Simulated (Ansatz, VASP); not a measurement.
Li2S: VASP beside Ansatz

```
Li S
1.0
     0.00000    2.83517    2.83517
     2.83517    0.00000    2.83517
     2.83517    2.83517    0.00000
Li S
2 1
Direct
  0.75000 0.75000 0.75000
  0.25000 0.25000 0.25000
  0.00000 0.00000 0.00000
```

Alike in both runs: task single point; functional PBE; k mesh 4 × 4 × 4; no spin polarisation.

```csv
,VASP,Ansatz
version,VASP 6.6.1,Ansatz 0.2.0
potentials or method,"VASP PAW PBE potentials, release 64 (Li_sv, S), cutoff 750 eV","scalar-relativistic, plane waves, PAW"
occupations,"methfessel-paxton of order 1, width 0.272114 eV",methfessel-paxton of order 1
valence electrons in the cell,12,12
```

```csv
,VASP,Ansatz,Ansatz less VASP
gap on the k mesh at the Fermi level (eV),3.37,3.38,+0.003
least direct gap on the mesh (eV),4.34,4.34,-0.001
pressure (GPa),0.6,0.8,+0.22
```

The k mesh is coarse, so the values compare programs but aren't converged.
